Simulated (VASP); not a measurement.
C, 2 atoms in the cell. Symmetry: Fd-3m, No. 227, cubic system. The conventional cell has a = 3.424 Å, b = 3.424 Å, c = 3.424 Å, α = 90.00°, β = 90.00°, γ = 90.00°. Within 2.0 Å of C (site symmetry -43m) lie 4 C at 1.48 Å.  This cell differs from its parent crystal: strain -0.040 along x and y, -0.040 along z.

| Quantity | Value |
| --- | --- |
| Program | VASP 6.6.1 |
| Task | single point |
| Functional | PBE |
| Potentials or basis | VASP PAW PBE potentials, release 64 (C) |
| Cutoff | 520 eV |
| k mesh | 12 × 12 × 12 |
| Occupations | gaussian, width 0.05 eV |
| Spin | no spin polarisation |
| Dipole correction | no |
| Further INCAR settings | ALGO = Normal; EDIFF = 1e-06; NBANDS = 11 |

Potentials or basis: VASP PAW PBE potentials, release 64 (C).

Launch:

```bash
$ cat potpaw_PBE.64/C/POTCAR > POTCAR
$ mpirun -np 1 vasp_std > vasp.out
```

Hardware: 1 thread of Intel Xeon 6975P-C, on a shared host.

**Question.** Estimate the wall time of this run.

**Answer.** Run time: 5.5 s on 1 thread of Intel Xeon 6975P-C, on a shared host, peak memory 0.11 GiB. Counts: scf iterations 11, k points 72.
